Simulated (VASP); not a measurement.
# In2SnTe2 (P-3m1) in VASP: a series of runs, part 2 of 2

VASP 6.6.1. The steps go on from the part before.

## (3) Single point, PBE

This run uses another cell than the first one, of 34.01 Å³/atom.

INCAR reads:

```
  ALGO = Fast
  EDIFF = 1E-6
  ENCUT = 520
  GGA = PE
  ISIF = 2
  ISMEAR = 0
  LASPH = T
  LCHARG = F
  LREAL = F
  LWAVE = F
  NBANDS = 34
  NELM = 80
  PREC = Accurate
  SIGMA = 0.1
```

KPOINTS reads:

```
k-points
0
Gamma
  12 12 4
```

POSCAR reads:

```
In2SnTe2
1.0
    4.4738332290      0.0000000000      0.0000000000
   -2.2369166145      3.8744532286      0.0000000000
    0.0000000000      0.0000000000      9.8097849701
In Sn Te
2 1 2
Direct
    0.6666666667      0.3333333333      0.6196559060
    0.3333333333      0.6666666667      0.3803440940
    0.0000000000      0.0000000000      0.0000000000
    0.6666666667      0.3333333333      0.1910439739
    0.3333333333      0.6666666667      0.8089560261
```

Potentials or basis: VASP PAW PBE potentials, release 64 (In_d, Sn_d, Te).

Launch:

```bash
> cat potpaw_PBE.64/In_d/POTCAR potpaw_PBE.64/Sn_d/POTCAR potpaw_PBE.64/Te/POTCAR > POTCAR
> mpirun -np 1 vasp_std > vasp.out
```

OUTCAR:

```text
EDIFF = 1E-6
   ENCUT = 520
   GGA = PE
   ISIF = 2
   ISMEAR = 0
   LASPH = T
   LREAL = F
   NELM = 80
   PREC = Accurate

 ion  position               nearest neighbor table
   1  0.667  0.333  0.620-   5 3.18   5 3.18   5 3.18   2 3.49   2 3.49   2 3.49
   2  0.333  0.667  0.380-   4 3.18   4 3.18   4 3.18   1 3.49   1 3.49   1 3.49
   3  0.000  0.000  0.000-   4 3.19   5 3.19   5 3.19   4 3.19   4 3.19   5 3.19
   4  0.667  0.333  0.191-   2 3.18   2 3.18   2 3.18   3 3.19   3 3.19   3 3.19
   5  0.333  0.667  0.809-   1 3.18   1 3.18   1 3.18   3 3.19   3 3.19   3 3.19

  LATTYP: Found a hexagonal cell.
 ALAT       =     4.4738332290
 C/A-ratio  =     2.1927024250

  Lattice vectors:

 A1 = (   4.4738332290,   0.0000000000,   0.0000000000)
 A2 = (  -2.2369166145,   3.8744532286,   0.0000000000)
 A3 = (   0.0000000000,   0.0000000000,   9.8097849701)

Analysis of symmetry for initial positions (statically):
=====================================================================
 Subroutine PRICEL returns:
 Original cell was already a primitive cell.

 Routine SETGRP: Setting up the symmetry group for a
[... 178 lines left out ...]
 val. band max:        5.5984338379   @ k =   0.0833  -0.0000   0.5000
 cond. band min:       5.6260347853   @ k =   0.1667  -0.0000   0.0000
 fundamental gap:      0.0276009475
 Fermi energy:         5.6122129302

 k-point     1 :       0.0000    0.0000    0.0000
  band No.  band energies     occupation
      1     -16.1724      2.00000
      2     -16.1724      2.00000
      3     -16.1644      2.00000
      4     -16.1633      2.00000
      5     -16.1633      2.00000
      6      -9.0585      2.00000
[... 877 lines left out ...]
     33       9.4157      0.00000
     34       9.8573      0.00000

 [... further k-points ...]

------------------------ aborting loop because EDIFF is reached ----------------------------------------

  FORCE on cell =-STRESS in cart. coord.  units (eV):
  Direction    XX          YY          ZZ          XY          YZ          ZX
  --------------------------------------------------------------------------------------
  -------------------------------------------------------------------------------------
  Total        0.0594846      0.0594846      0.0944274      0.0000000      0.0000000      0.0000000
  in kB        0.5604872      0.5604872      0.8897316      0.0000000      0.0000000      0.0000000
  external PRESSURE =       0.6702353 kB  Pullay stress =       0.0000000 kB

 VOLUME and BASIS-vectors are now :
 -----------------------------------------------------------------------------
  energy-cutoff  :      520.00
  volume of cell :      170.04
      direct lattice vectors                 reciprocal lattice vectors
     4.473833229  0.000000000  0.000000000     0.223521966  0.129050467  0.000000000
    -2.236916615  3.874453229  0.000000000     0.000000000  0.258100935  0.000000000
     0.000000000  0.000000000  9.809784970     0.000000000  0.000000000  0.101939034

 POSITION                                       TOTAL-FORCE (eV/Angst)
 -----------------------------------------------------------------------------------
      2.23692      1.29148      6.07869        -0.000000      0.000000     -0.000514
     -0.00000      2.58297      3.73109         0.000000      0.000000      0.000514
      0.00000      0.00000      0.00000        -0.000000      0.000000      0.000000
      2.23692      1.29148      1.87410        -0.000000      0.000000      0.002950
     -0.00000      2.58297      7.93568        -0.000000     -0.000000     -0.002950
 -----------------------------------------------------------------------------------
    total drift:                                0.000000     -0.000000      0.000000

  FREE ENERGIE OF THE ION-ELECTRON SYSTEM (eV)
  ---------------------------------------------------
  free  energy   TOTEN  =       -16.3393498986 eV

  energy  without entropy=      -16.3356537079  energy(sigma->0) =      -16.33750180
```

OSZICAR:

```text
N       E                     dE             d eps       ncg     rms          rms(c)
DAV:   1     0.467891844765E+03    0.46789E+03   -0.23525E+04  4696   0.172E+03
DAV:   2     0.450699017950E+02   -0.42282E+03   -0.41275E+03  4700   0.443E+02
DAV:   3    -0.132273768063E+02   -0.58297E+02   -0.56957E+02  5752   0.170E+02
DAV:   4    -0.163872056118E+02   -0.31598E+01   -0.31413E+01  5592   0.407E+01
DAV:   5    -0.165426788849E+02   -0.15547E+00   -0.15543E+00  7350   0.877E+00    0.626E+00
RMM:   6    -0.163428203833E+02    0.19986E+00   -0.30438E-01  5496   0.320E+00    0.364E+00
RMM:   7    -0.163442465125E+02   -0.14261E-02   -0.24722E-01  5499   0.188E+00    0.782E-01
RMM:   8    -0.163384095403E+02    0.58370E-02   -0.38479E-02  5916   0.179E+00    0.165E-01
RMM:   9    -0.163389971559E+02   -0.58762E-03   -0.12009E-02  7312   0.784E-01    0.217E-01
RMM:  10    -0.163393018561E+02   -0.30470E-03   -0.33374E-03  7818   0.346E-01    0.277E-01
RMM:  11    -0.163393464503E+02   -0.44594E-04   -0.60119E-04  8198   0.150E-01    0.280E-01
RMM:  12    -0.163393838087E+02   -0.37358E-04   -0.24041E-04  6502   0.101E-01    0.260E-01
RMM:  13    -0.163393841939E+02   -0.38518E-06   -0.94463E-05  7792   0.509E-02    0.245E-01
RMM:  14    -0.163393762162E+02    0.79777E-05   -0.24641E-05  6834   0.266E-02    0.222E-01
RMM:  15    -0.163393673929E+02    0.88233E-05   -0.10432E-05  5814   0.202E-02    0.205E-01
RMM:  16    -0.163393503661E+02    0.17027E-04   -0.10470E-05  5536   0.169E-02    0.160E-01
RMM:  17    -0.163393498986E+02    0.46749E-06   -0.24507E-06  4208   0.988E-03
   1 F= -.16339350E+02 E0= -.16337502E+02  d E =-.369619E-02
```

stdout:

```text
POSCAR found type information on POSCAR InSnTe
 POSCAR found :  3 types and       5 ions
 scaLAPACK will be used
 LDA part: xc-table for (Slater+PW92), standard interpolation
 POSCAR, INCAR and KPOINTS ok, starting setup
 FFT: planning ... GRIDC
 FFT: planning ... GRID_SOFT
 FFT: planning ... GRID
 WAVECAR not read
 entering main loop
```

Wall time 11 min (1 thread of Intel Xeon 8259CL, shared host); peak memory 0.58 GiB.

Results:

```yaml
Free_energy: -16.3393 eV
Pressure: 0.1 GPa
Band_gap_on_the_k_mesh: zero (bands 26 and 27 overlap by 0.86 eV)
```

Forces in eV/Å, atoms in the order of the input:
```
In   0.000  0.000 -0.001
In   0.000  0.000  0.001
Sn   0.000  0.000  0.000
Te   0.000  0.000  0.003
Te   0.000  0.000 -0.003
```

Caveat: spin-orbit coupling is left out, which moves the levels of the heavy elements.

The gap in the log of VASP goes by the Fermi energy; the results here count the filled bands.